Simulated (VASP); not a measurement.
# W (Im-3m) in VASP: notebook, part 2 of 2

VASP 6.6.1. Earlier steps stand in the parts before.

## 5. Single point, r2SCAN

Input file POSCAR:

```
W
1.0
   -1.5823450000      1.5823450000      1.5823450000
    1.5823450000     -1.5823450000      1.5823450000
    1.5823450000      1.5823450000     -1.5823450000
W
1
Direct
    0.0000000000      0.0000000000      0.0000000000
```

Input file INCAR.step1:

```
PREC = Accurate
ENCUT = 520
ISMEAR = 1
SIGMA = 0.05
LREAL = False
LASPH = True
NELM = 80
NBANDS = 13
GGA = PE
ALGO = Normal
EDIFF = 1E-4
LWAVE = True
LCHARG = False
```

Input file INCAR.step2:

```
PREC = Accurate
ENCUT = 520
EDIFF = 1E-6
ISMEAR = 1
SIGMA = 0.05
LREAL = False
LASPH = True
NELM = 80
ALGO = Normal
ISIF = 2
LWAVE = False
LCHARG = True
METAGGA = R2SCAN
LMIXTAU = True
LELF = True
LVHAR = True
NBANDS = 13
ISTART = 1
```

Input file KPOINTS:

```
Automatic mesh
0
Gamma
  13 13 13
```

Potentials or basis: VASP PAW PBE potentials, release 64 (W_sv).

Launch:

```
> cat potpaw_PBE.64/W_sv/POTCAR > POTCAR
> cp INCAR.step1 INCAR
> mpirun -np 1 vasp_std > vasp.out
> cp INCAR.step2 INCAR
> mpirun -np 1 vasp_std > vasp.out
```

OUTCAR:

```text
PREC = Accurate
   ENCUT = 520
   EDIFF = 1E-6
   ISMEAR = 1
   LREAL = False
   LASPH = True
   NELM = 80
   ISIF = 2
   METAGGA = R2SCAN
   ISTART = 1

 ion  position               nearest neighbor table
   1  0.000  0.000  0.000-

  LATTYP: Found a body centered cubic cell.
 ALAT       =     3.1646900000

  Lattice vectors:

 A1 = (  -1.5823450000,   1.5823450000,   1.5823450000)
 A2 = (   1.5823450000,  -1.5823450000,   1.5823450000)
 A3 = (   1.5823450000,   1.5823450000,  -1.5823450000)

Analysis of symmetry for initial positions (statically):
=====================================================================
 Subroutine PRICEL returns:
 Original cell was already a primitive cell.

 Routine SETGRP: Setting up the symmetry group for a
 body centered cubic supercell.

 Subroutine GETGRP returns: Found 48 space group operations
 (whereof 48 operations were pure point group operations)
 out of a pool of 48 trial point group operations.

The static configuration has the point symmetry O_h .

Analysis of symmetry for dynamics (positions and initial velocities):
=====================================================================
 Subroutine PRICEL returns:
 Original cell was already a primitive cell.

 Routine SETGRP: Setting up the symmetry group for a
 body centered cubic supercell.

 Subroutine GETGRP returns: Found 48 space group operations
 (whereof 48 operations were pure point group operations)
 out of a pool of 48 trial point group operations.

The dynamic configuration has the point symmetry O_h .

 Subroutine INISYM returns: Found 48 space group operations
 (whereof 48 operations are pure point group operations),
 and found     1 'primitive' translations

----------------------------------------------------------------------------------------

                                     Primitive cell

  volume of cell :      15.8476

  direct lattice vectors                    reciprocal lattice vectors
    -1.582345000  1.582345000  1.582345000     0.000000000  0.315986716  0.315986716
     1.582345000 -1.582345000  1.582345000     0.315986716  0.000000000  0.315986716
     1.582345000  1.582345000 -1.582345000     0.315986716  0.315986716  0.000000000

  length of vectors
     2.740701935  2.740701935  2.740701935     0.446872699  0.446872699  0.446872699

  position of ions in fractional coordinates (direct lattice)
     0.000000000  0.000000000  0.000000000

  ion indices of the primitive-cell ions
   primitive index   ion index
                 1           1

----------------------------------------------------------------------------------------

 KPOINTS: Automatic mesh

Automatic generation of k-mesh.
 Grid dimensions read from file:
 generate k-points for:   13   13   13

 Generating k-lattice:

  Cartesian coordinates                     Fractional coordinates (reciprocal lattice)
     0.000000000  0.024306670  0.024306670     0.076923077  0.000000000  0.000000000
     0.024306670  0.000000000  0.024306670     0.000000000  0.076923077  0.000000000
     0.024306670  0.024306670  0.000000000     0.000000000  0.000000000  0.076923077

  Length of vectors
     0.034374823  0.034374823  0.034374823

  Shift w.r.t. Gamma in fractional coordinates (k-lattice)
     0.000000000  0.000000000  0.000000000

 Subroutine IBZKPT returns following result:
 ===========================================

 Found     84 irreducible k-points:

 Following reciprocal coordinates:
            Coordinates               Weight
  0.000000  0.000000  0.000000      1.000000
  0.076923  0.000000  0.000000     12.000000
  0.153846  0.000000  0.000000     12.000000
  0.230769  0.000000  0.000000     12.000000
  0.307692  0.000000  0.000000     12.000000
  0.384615  0.000000  0.000000     12.000000
[... 16 lines left out ...]
  0.153846  0.076923  0.076923     24.000000
  0.230769  0.076923  0.076923     24.000000
 [... further k-points ...]
   k-points           NKPTS =     84   k-points in BZ     NKDIM =     84   number of bands    NBANDS=     13
   number of dos      NEDOS =    301   number of ions     NIONS =      1
   total plane-waves  NPLWV =   8000
   dimension x,y,z NGX =    20 NGY =   20 NGZ =   20
   dimension x,y,z NGXF=    40 NGYF=   40 NGZF=   40
   ions per type =               1
   NGX,Y,Z   is equivalent  to a cutoff of  12.13, 12.13, 12.13 a.u.
   NGXF,Y,Z  is equivalent  to a cutoff of  24.26, 24.26, 24.26 a.u.
 SYSTEM =  unknown system
   PREC   = accura    normal or accurate (medium, high low for compatibility)
   ISTART =      1    job   : 0-new  1-cont  2-samecut
   ICHARG =      0    charge: 1-file 2-atom 10-const
   ISPIN  =      1    spin polarized calculation?
   LNONCOLLINEAR =      F non collinear calculations
   LSORBIT =      F    spin-orbit coupling
   LASPH  =      T    aspherical Exc in radial PAW
   ENCUT  =  520.0 eV  38.22 Ry    6.18 a.u.   5.10  5.10  5.10*2*pi/ulx,y,z
   NELM   =     80;   NELMIN=  2; NELMDL=  0     # of ELM steps
   EDIFF  = 0.1E-05   stopping-criterion for ELM
   LREAL  =      F    real-space projection
   EDIFFG = 0.1E-04   stopping-criterion for IOM
   NSW    =      0    number of steps for IOM
   IBRION =     -1    ionic relax: 0-MD 1-quasi-New 2-CG
   NFREE  =      0    steps in history (QN), initial steepest desc. (CG)
   ISIF   =      2    stress and relaxation
   ISYM   =      2    0-nonsym 1-usesym 2-fastsym
   POTIM  = 0.5000    time-step for ionic-motion
   TEBEG  =    0.0;   TEEND  =   0.0 temperature during run
   PSTRESS=    0.0 pullay stress
   NELECT =      14.0000    total number of electrons
   NUPDOWN=      -1.0000    fix difference up-down
   EMIN   =  10.00;   EMAX   =-10.00  energy-range for DOS
   EFERMI =   0.00;   METHOD = LEGACY
   ISMEAR =     1;   SIGMA  =   0.05  broadening in eV -4-tet -1-fermi 0-gaus
   EFERMI_NEDOS =   21; number of points for ismear=-14 and -15
   IALGO  =     38    algorithm
   IMIX   =      4    mixing-type and parameters
     AMIX     =   0.40;   BMIX     =  1.00
     AMIX_MAG =   1.60;   BMIX_MAG =  1.00
  volume/ion in A,a.u.               =      15.85       106.94
  Fermi-wavevector in a.u.,A,eV,Ry     =   1.570832  2.968442 33.572544  2.467512
  Thomas-Fermi vector in A             =   2.672506
   LORBIT       =      0    0 simple, 1 ext, 2 COOP (PROOUT), +10 PAW based schemes
   METAGGA = R2SCAN    functional components
   LHFCALC =     F    Hartree Fock is set to
   AEXX    =    0.0000 exact exchange contribution
   IVDW    =     0    specifies the selected vdW correction
   LEPSILON=     F    determine dielectric tensor
   LRPA    =     F    only Hartree local field effects (RPA)
 non-spin polarized calculation
 Methfessel and Paxton  Order N= 1 SIGMA  =   0.05
  energy-cutoff  :      520.00
  volume of cell :       15.85
 maximum number of plane-waves:       438
   NGX = 11   NGY = 11   NGZ = 11

 number of electron      14.0000004 magnetization

 Free energy of the ion-electron system (eV)
  ---------------------------------------------------
  ext. energy  EPLUGINS =         0.00000000
  ---------------------------------------------------
  free energy    TOTEN  =       -51.36511574 eV

  energy without entropy =      -51.36501151  energy(sigma->0) =      -51.36508100

 E-fermi :  11.3294     XC(G=0): -14.9607

 val. band max:       11.3256409008   @ k =   0.4615   0.0769   0.0000
 cond. band min:      11.4105616309   @ k =  -0.4615   0.4615   0.2308
 fundamental gap:      0.0849207301
 Fermi energy:        11.3294145959

 k-point     1 :       0.0000    0.0000    0.0000
  band No.  band energies     occupation
      1     -64.8175      2.00000
      2     -27.6770      2.00000
      3     -27.6769      2.00000
      4     -27.6769      2.00000
      5       1.1631      2.00000
      6      10.0115      2.00000
      7      10.0115      2.00000
      8      10.0115      2.00000
      9      13.8583      0.00000
     10      13.8583      0.00000
     11      26.5537      0.00000
     12      26.5537      0.00000
     13      26.5537      0.00000
[... 353 lines left out ...]
 k-point    24 :       0.2308    0.0769    0.0769
  band No.  band energies     occupation
      1     -64.7080      2.00000
      2     -28.6624      2.00000
      3     -27.9789      2.00000
      4     -27.7526      2.00000
      5       4.9409      2.00000
      6       8.0606      2.00000
      7       8.7503      2.00000
      8      13.5558      0.00000
      9      14.2625      0.00000
     10      15.4228      0.00000
     11      26.3441      0.00000
     12      26.7127      0.00000
     13      30.6800      0.00000

 [... further k-points ...]
[... 5 lines left out ...]
  --------------------------------------------------------------------------------------
  -------------------------------------------------------------------------------------
  Total        0.2176365      0.2176365      0.2176365      0.0000000     -0.0000000      0.0000000
  in kB       22.0028416     22.0028416     22.0028416      0.0000000     -0.0000000      0.0000000
  external PRESSURE =      22.0028416 kB  Pullay stress =       0.0000000 kB

 VOLUME and BASIS-vectors are now :
 -----------------------------------------------------------------------------
  energy-cutoff  :      520.00
  volume of cell :       15.85
      direct lattice vectors                 reciprocal lattice vectors
    -1.582345000  1.582345000  1.582345000     0.000000000  0.315986716  0.315986716
     1.582345000 -1.582345000  1.582345000     0.315986716  0.000000000  0.315986716
     1.582345000  1.582345000 -1.582345000     0.315986716  0.315986716  0.000000000

 POSITION                                       TOTAL-FORCE (eV/Angst)
 -----------------------------------------------------------------------------------
      0.00000      0.00000      0.00000         0.000000      0.000000      0.000000
 -----------------------------------------------------------------------------------
    total drift:                                0.000000     -0.000000      0.000000

  FREE ENERGIE OF THE ION-ELECTRON SYSTEM (eV)
  ---------------------------------------------------
  free  energy   TOTEN  =       -51.3651157438 eV

  energy  without entropy=      -51.3650115135  energy(sigma->0) =      -51.36508100
```

Wall time 90 s (1 thread of Intel Xeon 8259CL, shared host); peak memory 0.14 GiB.

Results:

```yaml
Free_energy: -51.3651 eV
Pressure: 2.2 GPa
Band_gap_on_the_k_mesh: zero (band 7 reaches 15.95 eV, above the bottom of band 8 at 10.01 eV)
```

Levels at points of the mesh, in eV from the Fermi level:
```csv
k point,band 3,band 4,band 5,band 6,band 7,band 8,band 9,band 10,band 11,band 12
"(0.00, 0.00, 0.00)",-39.01,-39.01,-10.17,-1.32,-1.32,-1.32,2.53,2.53,15.22,15.22
```

Caveat: the PAW data sets were made with another functional, which shifts forces and pressure a little; spin-orbit coupling is left out, which moves the levels of the heavy elements.

## 6. Single point, r2SCAN

POSCAR is that of step 5.

Input file INCAR.step1:

```
PREC = Accurate ; ENCUT = 520
ISMEAR = 1 ; SIGMA = 0.025
LREAL = F ; LASPH = T
NELM = 100 ; NBANDS = 13
GGA = PE ; ALGO = Normal
EDIFF = 1E-4 ; LWAVE = T
LCHARG = F
```

Input file INCAR.step2:

```
PREC = Accurate ; ENCUT = 520
EDIFF = 1E-6 ; ISMEAR = 1
SIGMA = 0.025 ; LREAL = F
LASPH = T ; NELM = 100
ALGO = Normal ; ISIF = 2
LWAVE = F ; LCHARG = T
METAGGA = R2SCAN ; LMIXTAU = T
LELF = T ; LVHAR = T
NBANDS = 13 ; ISTART = 1
```

Input file KPOINTS:

```
regular mesh
0
Gamma
  13 13 13
```

Potentials or basis: VASP PAW PBE potentials, release 64 (W_sv).

Launch:

```
> cat potpaw_PBE.64/W_sv/POTCAR > POTCAR
> cp INCAR.step1 INCAR
> mpirun -np 1 vasp_std > vasp.out
> cp INCAR.step2 INCAR
> mpirun -np 1 vasp_std > vasp.out
```

Run time: 86 s. Hardware: 1 thread of Intel Xeon 8259CL, shared host; peak memory 0.14 GiB.

The run converged. Its results:

```yaml
Free_energy: -51.3650 eV
Pressure: 2.2 GPa
Band_gap_on_the_k_mesh: zero (band 7 reaches 15.95 eV, above the bottom of band 8 at 10.01 eV)
```

Levels at points of the mesh, in eV from the Fermi level:
```csv
k point,band 3,band 4,band 5,band 6,band 7,band 8,band 9,band 10,band 11,band 12
"(0.00, 0.00, 0.00)",-39.00,-39.00,-10.16,-1.32,-1.32,-1.32,2.53,2.53,15.23,15.23
```

Caveat: the PAW data sets were made with another functional, which shifts forces and pressure a little; spin-orbit coupling is left out, which moves the levels of the heavy elements.

## 7. Summary

| smearing | gap on the mesh (eV) | pressure (GPa) |
| --- | --- | --- |
| methfessel-paxton 0.25 eV | none | 2.1 |
| methfessel-paxton 0.15 eV | none | 2.1 |
| methfessel-paxton 0.1 eV | none | 2.2 |
| methfessel-paxton 0.05 eV | none | 2.2 |
| methfessel-paxton 0.025 eV | none | 2.2 |

Alike in all rows: task single point; level r2SCAN; potentials or basis VASP PAW PBE potentials, release 64 (W_sv); no spin polarisation; cell as given; k mesh 13 × 13 × 13; cutoff (eV) 520.

Every run on the cell as given and a fine mesh finds a metal.

Caveats: the PAW data sets were made with another functional, which shifts forces and pressure a little; spin-orbit coupling is left out, which moves the levels of the heavy elements.

Absolute energies hang on the potentials; compare differences alone.
